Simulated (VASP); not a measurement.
# P (P4/mmm) in VASP: single point with r2SCAN

Aim: the single point of P with r2SCAN.

Program: VASP 6.6.1. These are calculated values, not measurements. Logs are shortened: lines on timing, memory, paths and dates and some standing lists are left out, and cuts for length are marked.

## (1) The cell of the first run

It takes space group P4/mmm (No. 123, tetragonal). Conventional cell: a = 4.331 Å, b = 4.331 Å, c = 4.260 Å, α = 90.00°, β = 90.00°, γ = 90.00°. Within 5.6 Å of P (site symmetry 4/mmm) lie 6 P at 4.26 to 4.33 Å.

## (2) Single point, r2SCAN

POSCAR

```
P
1.0
    4.3314450751      0.0000000000      0.0000000000
    0.0000000000      4.3314450751      0.0000000000
    0.0000000000      0.0000000000      4.2604608539
P
1
Direct
    0.0000000000      0.0000000000      0.0000000000
```

INCAR.step1

```
SYSTEM = P
ALGO = Normal
EDIFF = 1E-4
ENCUT = 520
GGA = PE
ISMEAR = 0
LASPH = .True.
LCHARG = .False.
LREAL = .False.
LWAVE = .True.
NBANDS = 8
NELM = 80
PREC = Accurate
SIGMA = 0.15
```

INCAR.step2

```
SYSTEM = P
ALGO = Normal
EDIFF = 1E-6
ENCUT = 520
ISIF = 2
ISMEAR = 0
ISTART = 1
LASPH = .True.
LCHARG = .False.
LMIXTAU = .True.
LREAL = .False.
LWAVE = .False.
METAGGA = R2SCAN
NBANDS = 8
NELM = 80
PREC = Accurate
SIGMA = 0.15
```

KPOINTS

```
k-points
0
Gamma
  12 12 12
  0 0 0
```

Potentials or basis: VASP PAW PBE potentials, release 64 (P).

Launch:

```sh
$ cat potpaw_PBE.64/P/POTCAR > POTCAR
$ cp INCAR.step1 INCAR
$ mpirun -np 1 vasp_std > vasp.out
$ cp INCAR.step2 INCAR
$ mpirun -np 1 vasp_std > vasp.out
```

OUTCAR:

```text
SYSTEM = P
   EDIFF = 1E-6
   ENCUT = 520
   ISIF = 2
   ISMEAR = 0
   ISTART = 1
   LASPH = .True.
   LREAL = .False.
   METAGGA = R2SCAN
   NELM = 80
   PREC = Accurate

 ion  position               nearest neighbor table
   1  0.000  0.000  0.000-

  LATTYP: Found a simple tetragonal cell.
 ALAT       =     4.3314450751
 C/A-ratio  =     0.9836118847

  Lattice vectors:

 A1 = (   4.3314450751,   0.0000000000,   0.0000000000)
 A2 = (   0.0000000000,   4.3314450751,   0.0000000000)
 A3 = (   0.0000000000,   0.0000000000,   4.2604608539)

Analysis of symmetry for initial positions (statically):
=====================================================================
 Subroutine PRICEL returns:
 Original cell was already a primitive cell.

 Routine SETGRP: Setting up the symmetry group for a
 simple tetragonal supercell.

 Subroutine GETGRP returns: Found 16 space group operations
 (whereof 16 operations were pure point group operations)
 out of a pool of 16 trial point group operations.

The static configuration has the point symmetry D_4h.

Analysis of symmetry for dynamics (positions and initial velocities):
=====================================================================
 Subroutine PRICEL returns:
 Original cell was already a primitive cell.

 Routine SETGRP: Setting up the symmetry group for a
 simple tetragonal supercell.

 Subroutine GETGRP returns: Found 16 space group operations
 (whereof 16 operations were pure point group operations)
 out of a pool of 16 trial point group operations.

The dynamic configuration has the point symmetry D_4h.

 Subroutine INISYM returns: Found 16 space group operations
 (whereof 16 operations are pure point group operations),
 and found     1 'primitive' translations

----------------------------------------------------------------------------------------

                                     Primitive cell

  volume of cell :      79.9323

  direct lattice vectors                    reciprocal lattice vectors
     4.331445075  0.000000000  0.000000000     0.230869833  0.000000000  0.000000000
     0.000000000  4.331445075  0.000000000     0.000000000  0.230869833  0.000000000
     0.000000000  0.000000000  4.260460854     0.000000000  0.000000000  0.234716392

  length of vectors
     4.331445075  4.331445075  4.260460854     0.230869833  0.230869833  0.234716392

  position of ions in fractional coordinates (direct lattice)
     0.000000000  0.000000000  0.000000000

  ion indices of the primitive-cell ions
   primitive index   ion index
                 1           1

----------------------------------------------------------------------------------------

 KPOINTS: k-points

Automatic generation of k-mesh.
 Grid dimensions read from file:
 generate k-points for:   12   12   12

 Generating k-lattice:

  Cartesian coordinates                     Fractional coordinates (reciprocal lattice)
     0.019239153  0.000000000  0.000000000     0.083333333  0.000000000  0.000000000
     0.000000000  0.019239153  0.000000000     0.000000000  0.083333333  0.000000000
     0.000000000  0.000000000  0.019559699     0.000000000  0.000000000  0.083333333

  Length of vectors
     0.019239153  0.019239153  0.019559699

  Shift w.r.t. Gamma in fractional coordinates (k-lattice)
     0.000000000  0.000000000  0.000000000

 Subroutine IBZKPT returns following result:
 ===========================================

 Found    196 irreducible k-points:

 Following reciprocal coordinates:
            Coordinates               Weight
  0.000000  0.000000  0.000000      1.000000
  0.083333  0.000000  0.000000      4.000000
  0.166667  0.000000  0.000000      4.000000
  0.250000  0.000000  0.000000      4.000000
  0.333333  0.000000  0.000000      4.000000
  0.416667  0.000000  0.000000      4.000000
[... 16 lines left out ...]
  0.333333  0.333333  0.000000      4.000000
  0.416667  0.333333  0.000000      8.000000
 [... further k-points ...]
   k-points           NKPTS =    196   k-points in BZ     NKDIM =    196   number of bands    NBANDS=      8
   number of dos      NEDOS =    301   number of ions     NIONS =      1
   total plane-waves  NPLWV =  32768
   dimension x,y,z NGX =    32 NGY =   32 NGZ =   32
   dimension x,y,z NGXF=    64 NGYF=   64 NGZF=   64
   ions per type =               1
   NGX,Y,Z   is equivalent  to a cutoff of  12.28, 12.28, 12.49 a.u.
   NGXF,Y,Z  is equivalent  to a cutoff of  24.56, 24.56, 24.97 a.u.
 SYSTEM =  P
   PREC   = accura    normal or accurate (medium, high low for compatibility)
   ISTART =      1    job   : 0-new  1-cont  2-samecut
   ICHARG =      0    charge: 1-file 2-atom 10-const
   ISPIN  =      1    spin polarized calculation?
   LNONCOLLINEAR =      F non collinear calculations
   LSORBIT =      F    spin-orbit coupling
   LASPH  =      T    aspherical Exc in radial PAW
   ENCUT  =  520.0 eV  38.22 Ry    6.18 a.u.   8.05  8.05  7.92*2*pi/ulx,y,z
   NELM   =     80;   NELMIN=  2; NELMDL=  0     # of ELM steps
   EDIFF  = 0.1E-05   stopping-criterion for ELM
   LREAL  =      F    real-space projection
   EDIFFG = 0.1E-04   stopping-criterion for IOM
   NSW    =      0    number of steps for IOM
   IBRION =     -1    ionic relax: 0-MD 1-quasi-New 2-CG
   NFREE  =      0    steps in history (QN), initial steepest desc. (CG)
   ISIF   =      2    stress and relaxation
   ISYM   =      2    0-nonsym 1-usesym 2-fastsym
   POTIM  = 0.5000    time-step for ionic-motion
   TEBEG  =    0.0;   TEEND  =   0.0 temperature during run
   PSTRESS=    0.0 pullay stress
   NELECT =       5.0000    total number of electrons
   NUPDOWN=      -1.0000    fix difference up-down
   EMIN   =  10.00;   EMAX   =-10.00  energy-range for DOS
   EFERMI =   0.00;   METHOD = LEGACY
   ISMEAR =     0;   SIGMA  =   0.15  broadening in eV -4-tet -1-fermi 0-gaus
   EFERMI_NEDOS =   21; number of points for ismear=-14 and -15
   IALGO  =     38    algorithm
   IMIX   =      4    mixing-type and parameters
     AMIX     =   0.40;   BMIX     =  1.00
     AMIX_MAG =   1.60;   BMIX_MAG =  1.00
  volume/ion in A,a.u.               =      79.93       539.41
  Fermi-wavevector in a.u.,A,eV,Ry     =   0.649866  1.228069  5.746099  0.422326
  Thomas-Fermi vector in A             =   1.718961
   LORBIT       =      0    0 simple, 1 ext, 2 COOP (PROOUT), +10 PAW based schemes
   METAGGA = R2SCAN    functional components
   LHFCALC =     F    Hartree Fock is set to
   AEXX    =    0.0000 exact exchange contribution
   IVDW    =     0    specifies the selected vdW correction
   LEPSILON=     F    determine dielectric tensor
   LRPA    =     F    only Hartree local field effects (RPA)
 non-spin polarized calculation
 Gauss-broadening in eV      SIGMA  =   0.15
  energy-cutoff  :      520.00
  volume of cell :       79.93
 maximum number of plane-waves:      2208
   NGX = 17   NGY = 17   NGZ = 15

 number of electron       4.9999998 magnetization

 Free energy of the ion-electron system (eV)
  ---------------------------------------------------
  ext. energy  EPLUGINS =         0.00000000
  ---------------------------------------------------
  free energy    TOTEN  =        -4.32656058 eV

  energy without entropy =       -4.29016477  energy(sigma->0) =       -4.30836267

 E-fermi :  -3.2331     XC(G=0):  -5.1970

 val. band max:       -3.2334996027   @ k =   0.2500   0.0000   0.4167
 cond. band min:      -3.2324668286   @ k =   0.4167   0.0833   0.2500
 fundamental gap:      0.0010327741
 Fermi energy:        -3.2331337890

 k-point     1 :       0.0000    0.0000    0.0000
  band No.  band energies     occupation
      1     -12.4235      2.00000
      2      -2.7211      0.00000
      3      -2.7211      0.00000
      4      -2.6399      0.00000
      5       1.8050      0.00000
      6       4.8290      0.00000
      7       4.8921      0.00000
      8       9.5520      0.00000

 k-point     2 :       0.0833    0.0000    0.0000
  band No.  band energies     occupation
      1     -12.4130      2.00000
      2      -2.8372      0.00019
      3      -2.7119      0.00000
      4      -2.6310      0.00000
      5       1.9237      0.00000
      6       4.9017      0.00000
      7       4.9654      0.00000
      8       9.0825      0.00000

 k-point     3 :       0.1667    0.0000    0.0000
  band No.  band energies     occupation
      1     -12.3836      2.00000
      2      -3.1271      0.31747
      3      -2.6867      0.00000
      4      -2.6066      0.00000
      5       2.2292      0.00000
      6       5.0216      0.00000
      7       5.2168      0.00000
      8       8.4218      0.00000

 k-point     4 :       0.2500    0.0000    0.0000
  band No.  band energies     occupation
      1     -12.3427      2.00000
      2      -3.4756      1.97772
      3      -2.6516      0.00000
      4      -2.5725      0.00000
      5       2.6358      0.00000
      6       5.1889      0.00000
      7       5.4104      0.00000
      8       7.8406      0.00000

 k-point     5 :       0.3333    0.0000    0.0000
  band No.  band energies     occupation
      1     -12.3007      2.00000
      2      -3.7858      2.00000
      3      -2.6158      0.00000
      4      -2.5378      0.00000
      5       3.0931      0.00000
      6       5.2747      0.00000
      7       5.3825      0.00000
      8       7.3954      0.00000
[... 177 lines left out ...]
 k-point    22 :       0.5000    0.2500    0.0000
  band No.  band energies     occupation
      1     -12.1822      2.00000
      2      -3.9326      2.00000
      3      -3.2402      1.05346
      4      -2.4420      0.00000
      5       3.6732      0.00000
      6       4.7642      0.00000
      7       6.4864      0.00000
      8       6.8496      0.00000

 k-point    23 :       0.3333    0.3333    0.0000
  band No.  band energies     occupation
      1     -12.1840      2.00000
      2      -3.6278      1.99980
      3      -3.5569      1.99773
      4      -2.4436      0.00000
      5       3.4556      0.00000
      6       4.9450      0.00000
      7       6.6890      0.00000
      8       6.9749      0.00000

 k-point    24 :       0.4167    0.3333    0.0000
  band No.  band energies     occupation
      1     -12.1542      2.00000
      2      -3.7916      2.00000
      3      -3.5399      1.99617
      4      -2.4197      0.00000
      5       3.3335      0.00000
      6       5.0827      0.00000
      7       6.8301      0.00000
      8       7.0120      0.00000

 [... further k-points ...]

------------------------ aborting loop because EDIFF is reached ----------------------------------------

  FORCE on cell =-STRESS in cart. coord.  units (eV):
  Direction    XX          YY          ZZ          XY          YZ          ZX
  --------------------------------------------------------------------------------------
  -------------------------------------------------------------------------------------
  Total       -1.9410589     -1.9410589     -2.0777825      0.0000000      0.0000000      0.0000000
  in kB      -38.9069412    -38.9069412    -41.6474550      0.0000000      0.0000000      0.0000000
  external PRESSURE =     -39.8204458 kB  Pullay stress =       0.0000000 kB

 VOLUME and BASIS-vectors are now :
 -----------------------------------------------------------------------------
  energy-cutoff  :      520.00
  volume of cell :       79.93
      direct lattice vectors                 reciprocal lattice vectors
     4.331445075  0.000000000  0.000000000     0.230869833  0.000000000  0.000000000
     0.000000000  4.331445075  0.000000000     0.000000000  0.230869833  0.000000000
     0.000000000  0.000000000  4.260460854     0.000000000  0.000000000  0.234716392

 POSITION                                       TOTAL-FORCE (eV/Angst)
 -----------------------------------------------------------------------------------
      0.00000      0.00000      0.00000         0.000000      0.000000      0.000000
 -----------------------------------------------------------------------------------
    total drift:                                0.000000     -0.000000      0.000000

  FREE ENERGIE OF THE ION-ELECTRON SYSTEM (eV)
  ---------------------------------------------------
  free  energy   TOTEN  =        -4.3265605792 eV

  energy  without entropy=       -4.2901647704  energy(sigma->0) =       -4.30836267
```

It took 77 s on 1 thread of Intel Xeon 6975P-C (Granite Rapids), shared host; peak memory 0.25 GiB.

Results:

| Item | Value |
| --- | --- |
| Free energy | -4.3266 eV |
| Pressure | -4.0 GPa |
| Band gap on the k mesh | zero (an odd number of electrons rules out a gap without spin polarisation) |

Stress tensor (GPa, compression positive):
```
-3.89  0.00  0.00
 0.00 -3.89  0.00
 0.00  0.00 -4.16
```

Levels at points of the mesh, in eV from the Fermi level:
```
           k point  band 1  band 2  band 3  band 4  band 5  band 6
(0.00, 0.00, 0.00)   -9.19    0.51    0.51    0.59    5.04    8.06
(0.50, 0.00, 0.00)   -9.02   -0.84    0.65    0.73    7.10    7.81
(0.50, 0.50, 0.00)   -8.87   -0.55   -0.55    0.85    6.14    8.85
(0.00, 0.00, 0.50)   -9.00   -0.87    0.67    0.67    7.12    7.86
(0.50, 0.00, 0.50)   -8.85   -0.59   -0.52    0.80    6.17    8.85
(0.50, 0.50, 0.50)   -8.70   -0.35   -0.29   -0.29    7.39    7.39
```

Caveat: the cell stands under tension; the PAW data sets were made with another functional, which shifts forces and pressure a little.
